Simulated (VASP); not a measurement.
# Ba2SnF6 (Fm-3m) in VASP: notebook

The runs below take Ba2SnF6 through single point, relaxation of cell and atoms, with PBE.

All numbers are computed with VASP 6.6.1; they aren't measurements. Logs are shortened: lines on timing, memory, paths and dates and some standing lists are left out, and cuts for length are marked.

## Step 1: The cell of the first run

The structure is cubic, space group Fm-3m (No. 225). Conventional cell: a = 8.707 Å, b = 8.707 Å, c = 8.707 Å, α = 90.00°, β = 90.00°, γ = 90.00°. Ba (site symmetry -43m) has 12 F at 3.08 Å and 4 Sn at 3.77 Å within 4.1 Å. Within 3.0 Å of Sn (site symmetry m-3m) lie 6 F at 2.28 Å. Within 3.0 Å of F (site symmetry 4mm) lie 1 Sn at 2.28 Å and 4 F at 2.94 Å.

## Step 2: Single point, PBE

Input file INCAR:

```
PREC = Accurate ; ENCUT = 520
EDIFF = 1E-6 ; ISMEAR = 0
SIGMA = 0.02 ; LREAL = F
LASPH = T ; NELM = 100
ALGO = Normal ; ISIF = 2
LWAVE = F ; LCHARG = F
GGA = PE ; NBANDS = 48
```

Input file KPOINTS:

```
regular mesh
0
Gamma
  6 6 6
```

Input file POSCAR:

```
Ba2SnF6
1.0
    0.0000000000      4.3533251520      4.3533251520
    4.3533251520      0.0000000000      4.3533251520
    4.3533251520      4.3533251520      0.0000000000
Ba Sn F
2 1 6
Direct
    0.2500000000      0.2500000000      0.2500000000
    0.7500000000      0.7500000000      0.7500000000
    0.0000000000      0.0000000000      0.0000000000
    0.7384737750      0.2615262250      0.2615262250
    0.2615262250      0.7384737750      0.2615262250
    0.2615262250      0.7384737750      0.7384737750
    0.7384737750      0.2615262250      0.7384737750
    0.2615262250      0.2615262250      0.7384737750
    0.7384737750      0.7384737750      0.2615262250
```

Potentials or basis: VASP PAW PBE potentials, release 64 (Ba_sv, Sn_d, F).

Run with:

```console
> cat potpaw_PBE.64/Ba_sv/POTCAR potpaw_PBE.64/Sn_d/POTCAR potpaw_PBE.64/F/POTCAR > POTCAR
> mpirun -np 1 vasp_std > vasp.out
```

OUTCAR:

```text
PREC = Accurate
   ENCUT = 520
   EDIFF = 1E-6
   ISMEAR = 0
   LREAL = F
   LASPH = T
   NELM = 100
   ISIF = 2
   GGA = PE

 ion  position               nearest neighbor table
   1  0.250  0.250  0.250-   4 3.08   5 3.08   8 3.08   6 3.08   7 3.08   8 3.08   5 3.08   6 3.08
                             9 3.08   4 3.08   7 3.08   9 3.08   3 3.77   3 3.77   3 3.77   3 3.77
   2  0.750  0.750  0.750-   5 3.08   6 3.08   8 3.08   4 3.08   7 3.08   8 3.08   4 3.08   5 3.08
                             9 3.08   6 3.08   7 3.08   9 3.08   3 3.77   3 3.77   3 3.77   3 3.77
   3  0.000  0.000  0.000-   4 2.28   5 2.28   6 2.28   7 2.28   8 2.28   9 2.28   2 3.77   2 3.77
                             1 3.77   2 3.77   2 3.77   1 3.77   1 3.77   1 3.77
   4  0.738  0.262  0.262-   3 2.28   1 3.08   1 3.08   2 3.08   2 3.08
   5  0.262  0.738  0.262-   3 2.28   1 3.08   1 3.08   2 3.08   2 3.08
   6  0.262  0.738  0.738-   3 2.28   1 3.08   2 3.08   1 3.08   2 3.08
   7  0.738  0.262  0.738-   3 2.28   1 3.08   2 3.08   1 3.08   2 3.08
   8  0.262  0.262  0.738-   3 2.28   1 3.08   1 3.08   2 3.08   2 3.08
   9  0.738  0.738  0.262-   3 2.28   1 3.08   2 3.08   1 3.08   2 3.08

  LATTYP: Found a face centered cubic cell.
 ALAT       =     8.7066503040

  Lattice vectors:

 A1 = (   0.0000000000,   4.3533251520,   4.3533251520)
 A2 = (   4.3533251520,   0.0000000000,   4.3533251520)
 A3 = (   4.3533251520,   4.3533251520,   0.0000000000)

Analysis of symmetry for initial positions (statically):
=====================================================================
 Subroutine PRICEL returns:
 Original cell was already a primitive cell.

 Routine SETGRP: Setting up the symmetry group for a
 face centered cubic supercell.

 Subroutine GETGRP returns: Found 48 space group operations
 (whereof 48 operations were pure point group operations)
 out of a pool of 48 trial point group operations.

The static configuration has the point symmetry O_h .

Analysis of symmetry for dynamics (positions and initial velocities):
=====================================================================
 Subroutine PRICEL returns:
 Original cell was already a primitive cell.

 Routine SETGRP: Setting up the symmetry group for a
 face centered cubic supercell.

 Subroutine GETGRP returns: Found 48 space group operations
 (whereof 48 operations were pure point group operations)
 out of a pool of 48 trial point group operations.

The dynamic configuration has the point symmetry O_h .

 Subroutine INISYM returns: Found 48 space group operations
 (whereof 48 operations are pure point group operations),
 and found     1 'primitive' translations

----------------------------------------------------------------------------------------

                                     Primitive cell

  volume of cell :     165.0036

  direct lattice vectors                    reciprocal lattice vectors
     0.000000000  4.353325152  4.353325152    -0.114854733  0.114854733  0.114854733
     4.353325152  0.000000000  4.353325152     0.114854733 -0.114854733  0.114854733
     4.353325152  4.353325152  0.000000000     0.114854733  0.114854733 -0.114854733

  length of vectors
     6.156531471  6.156531471  6.156531471     0.198934234  0.198934234  0.198934234

  position of ions in fractional coordinates (direct lattice)
     0.250000000  0.250000000  0.250000000
     0.750000000  0.750000000  0.750000000
     0.000000000  0.000000000  0.000000000
     0.738473775  0.261526225  0.261526225
     0.261526225  0.738473775  0.261526225
     0.261526225  0.738473775  0.738473775
     0.738473775  0.261526225  0.738473775
     0.261526225  0.261526225  0.738473775
     0.738473775  0.738473775  0.261526225

  ion indices of the primitive-cell ions
   primitive index   ion index
                 1           1
                 2           2
                 3           3
                 4           4
                 5           5
                 6           6
                 7           7
                 8           8
                 9           9

----------------------------------------------------------------------------------------

 KPOINTS: regular mesh

Automatic generation of k-mesh.
 Grid dimensions read from file:
 generate k-points for:    6    6    6

 Generating k-lattice:

  Cartesian coordinates                     Fractional coordinates (reciprocal lattice)
    -0.019142456  0.019142456  0.019142456     0.166666667  0.000000000  0.000000000
     0.019142456 -0.019142456  0.019142456     0.000000000  0.166666667  0.000000000
     0.019142456  0.019142456 -0.019142456     0.000000000  0.000000000  0.166666667

  Length of vectors
     0.033155706  0.033155706  0.033155706

  Shift w.r.t. Gamma in fractional coordinates (k-lattice)
     0.000000000  0.000000000  0.000000000

 Subroutine IBZKPT returns following result:
 ===========================================

 Found     16 irreducible k-points:

 Following reciprocal coordinates:
            Coordinates               Weight
  0.000000  0.000000  0.000000      1.000000
  0.166667  0.000000  0.000000      8.000000
  0.333333  0.000000  0.000000      8.000000
  0.500000  0.000000  0.000000      4.000000
  0.166667  0.166667  0.000000      6.000000
  0.333333  0.166667  0.000000     24.000000
[... 8 lines left out ...]
 -0.333333  0.333333  0.166667     24.000000
 -0.333333  0.500000  0.166667     12.000000
   k-points           NKPTS =     16   k-points in BZ     NKDIM =     16   number of bands    NBANDS=     48
   number of dos      NEDOS =    301   number of ions     NIONS =      9
   total plane-waves  NPLWV = 110592
   dimension x,y,z NGX =    48 NGY =   48 NGZ =   48
   dimension x,y,z NGXF=    96 NGYF=   96 NGZF=   96
   ions per type =               2   1   6
   NGX,Y,Z   is equivalent  to a cutoff of  12.96, 12.96, 12.96 a.u.
   NGXF,Y,Z  is equivalent  to a cutoff of  25.92, 25.92, 25.92 a.u.
 SYSTEM =  unknown system
   PREC   = accura    normal or accurate (medium, high low for compatibility)
   ISTART =      0    job   : 0-new  1-cont  2-samecut
   ICHARG =      2    charge: 1-file 2-atom 10-const
   ISPIN  =      1    spin polarized calculation?
   LNONCOLLINEAR =      F non collinear calculations
   LSORBIT =      F    spin-orbit coupling
   LASPH  =      T    aspherical Exc in radial PAW
   ENCUT  =  520.0 eV  38.22 Ry    6.18 a.u.  11.45 11.45 11.45*2*pi/ulx,y,z
   NELM   =    100;   NELMIN=  2; NELMDL= -5     # of ELM steps
   EDIFF  = 0.1E-05   stopping-criterion for ELM
   LREAL  =      F    real-space projection
   EDIFFG = 0.1E-04   stopping-criterion for IOM
   NSW    =      0    number of steps for IOM
   IBRION =     -1    ionic relax: 0-MD 1-quasi-New 2-CG
   NFREE  =      0    steps in history (QN), initial steepest desc. (CG)
   ISIF   =      2    stress and relaxation
   ISYM   =      2    0-nonsym 1-usesym 2-fastsym
   POTIM  = 0.5000    time-step for ionic-motion
   TEBEG  =    0.0;   TEEND  =   0.0 temperature during run
   PSTRESS=    0.0 pullay stress
   NELECT =      76.0000    total number of electrons
   NUPDOWN=      -1.0000    fix difference up-down
   EMIN   =  10.00;   EMAX   =-10.00  energy-range for DOS
   EFERMI =   0.00;   METHOD = LEGACY
   ISMEAR =     0;   SIGMA  =   0.02  broadening in eV -4-tet -1-fermi 0-gaus
   EFERMI_NEDOS =   21; number of points for ismear=-14 and -15
   IALGO  =     38    algorithm
   IMIX   =      4    mixing-type and parameters
     AMIX     =   0.40;   BMIX     =  1.00
     AMIX_MAG =   1.60;   BMIX_MAG =  1.00
  volume/ion in A,a.u.               =      18.33       123.72
  Fermi-wavevector in a.u.,A,eV,Ry     =   1.264295  2.389170 21.748105  1.598441
  Thomas-Fermi vector in A             =   2.397607
   LORBIT       =      0    0 simple, 1 ext, 2 COOP (PROOUT), +10 PAW based schemes
   GGA     = PE    functional components
   LHFCALC =     F    Hartree Fock is set to
   AEXX    =    0.0000 exact exchange contribution
   IVDW    =     0    specifies the selected vdW correction
   LEPSILON=     F    determine dielectric tensor
   LRPA    =     F    only Hartree local field effects (RPA)
 non-spin polarized calculation
 Gauss-broadening in eV      SIGMA  =   0.02
  energy-cutoff  :      520.00
  volume of cell :      165.00
 maximum number of plane-waves:      4477
 NGX is ok and might be reduce to    48
   NGX = 23   NGY = 23   NGZ = 23

 number of electron      75.9999949 magnetization

 Free energy of the ion-electron system (eV)
  ---------------------------------------------------
  ext. energy  EPLUGINS =         0.00000000
  ---------------------------------------------------
  free energy    TOTEN  =       -45.32877337 eV

  energy without entropy =      -45.32877337  energy(sigma->0) =      -45.32877337

 E-fermi :   3.0710     XC(G=0):  -9.2435

 val. band max:        2.9548747706   @ k =  -0.3333   0.5000   0.1667
 cond. band min:       5.2437609896   @ k =   0.0000   0.0000   0.0000
 fundamental gap:      2.2888862189
 Fermi energy:         3.0710481906

 k-point     1 :       0.0000    0.0000    0.0000
  band No.  band energies     occupation
      1     -25.3518      2.00000
      2     -25.2762      2.00000
      3     -20.1575      2.00000
      4     -20.0221      2.00000
      5     -20.0221      2.00000
      6     -19.9090      2.00000
[... 40 lines left out ...]
     47       7.6030      0.00000
     48       9.0064      0.00000

 k-point     2 :       0.1667    0.0000    0.0000
  band No.  band energies     occupation
      1     -25.3454      2.00000
      2     -25.2800      2.00000
      3     -20.1479      2.00000
      4     -20.0412      2.00000
      5     -20.0412      2.00000
      6     -19.9327      2.00000
[... 40 lines left out ...]
     47       7.6606      0.00000
     48       8.6785      0.00000

 k-point     3 :       0.3333    0.0000    0.0000
  band No.  band energies     occupation
      1     -25.3291      2.00000
      2     -25.2913      2.00000
      3     -20.1174      2.00000
      4     -20.0690      2.00000
      5     -20.0690      2.00000
      6     -19.9919      2.00000
[... 40 lines left out ...]
     47       7.8282      0.00000
     48       7.9710      0.00000

 k-point     4 :       0.5000    0.0000    0.0000
  band No.  band energies     occupation
      1     -25.3091      2.00000
      2     -25.3088      2.00000
      3     -20.0802      2.00000
      4     -20.0802      2.00000
      5     -20.0744      2.00000
      6     -20.0491      2.00000
[... 550 lines left out ...]
     47       7.9053      0.00000
     48       8.0580      0.00000

 k-point    15 :      -0.3333    0.3333    0.1667
  band No.  band energies     occupation
      1     -25.3076      2.00000
      2     -25.3076      2.00000
      3     -20.1666      2.00000
      4     -20.0860      2.00000
      5     -20.0375      2.00000
      6     -19.9426      2.00000
[... 40 lines left out ...]
     47       7.9070      0.00000
     48       7.9534      0.00000

 k-point    16 :      -0.3333    0.5000    0.1667
  band No.  band energies     occupation
      1     -25.3133      2.00000
      2     -25.3009      2.00000
      3     -20.1926      2.00000
      4     -20.0704      2.00000
      5     -20.0178      2.00000
      6     -19.9166      2.00000
[... 40 lines left out ...]
     47       8.0333      0.00000
     48       8.1526      0.00000

------------------------ aborting loop because EDIFF is reached ----------------------------------------

  FORCE on cell =-STRESS in cart. coord.  units (eV):
  Direction    XX          YY          ZZ          XY          YZ          ZX
  --------------------------------------------------------------------------------------
  -------------------------------------------------------------------------------------
  Total        0.2484022      0.2484022      0.2484022     -0.0000000      0.0000000      0.0000000
  in kB        2.4119746      2.4119746      2.4119746     -0.0000000      0.0000000      0.0000000
  external PRESSURE =       2.4119746 kB  Pullay stress =       0.0000000 kB

 VOLUME and BASIS-vectors are now :
 -----------------------------------------------------------------------------
  energy-cutoff  :      520.00
  volume of cell :      165.00
      direct lattice vectors                 reciprocal lattice vectors
     0.000000000  4.353325152  4.353325152    -0.114854733  0.114854733  0.114854733
     4.353325152  0.000000000  4.353325152     0.114854733 -0.114854733  0.114854733
     4.353325152  4.353325152  0.000000000     0.114854733  0.114854733 -0.114854733

 POSITION                                       TOTAL-FORCE (eV/Angst)
 -----------------------------------------------------------------------------------
      2.17666      2.17666      2.17666        -0.000000     -0.000000     -0.000000
      6.52999      6.52999      6.52999        -0.000000      0.000000     -0.000000
      0.00000      0.00000      0.00000        -0.000000     -0.000000     -0.000000
      2.27702      4.35333      4.35333         0.007315     -0.000000     -0.000000
      4.35333      2.27702      4.35333        -0.000000      0.007315     -0.000000
      6.42963      4.35333      4.35333        -0.007315     -0.000000     -0.000000
      4.35333      6.42963      4.35333        -0.000000     -0.007315     -0.000000
      4.35333      4.35333      2.27702        -0.000000     -0.000000      0.007315
      4.35333      4.35333      6.42963        -0.000000     -0.000000     -0.007315
 -----------------------------------------------------------------------------------
    total drift:                               -0.000000     -0.000000      0.000000

  FREE ENERGIE OF THE ION-ELECTRON SYSTEM (eV)
  ---------------------------------------------------
  free  energy   TOTEN  =       -45.3287733679 eV

  energy  without entropy=      -45.3287733679  energy(sigma->0) =      -45.32877337
```

Wall time 8.1 min (1 thread of AMD EPYC, shared host); peak memory 0.35 GiB.

Results:

* Free energy: -45.3288 eV
* Pressure: 0.2 GPa
* Largest force: 0.007 eV/Å
* Band gap on the k mesh: 2.29 eV, indirect (least direct gap 2.91 eV)

Forces in eV/Å, atoms in the order of the input:
```
Ba   0.000  0.000  0.000
Ba   0.000  0.000  0.000
Sn   0.000  0.000  0.000
F    0.007  0.000  0.000
F    0.000  0.007  0.000
F   -0.007  0.000  0.000
F    0.000 -0.007  0.000
F    0.000  0.000  0.007
F    0.000  0.000 -0.007
```

Caveat: spin-orbit coupling is left out, which moves the levels of the heavy elements. A k mesh can miss the band edges.

(Part 1 of 2 ends here.)
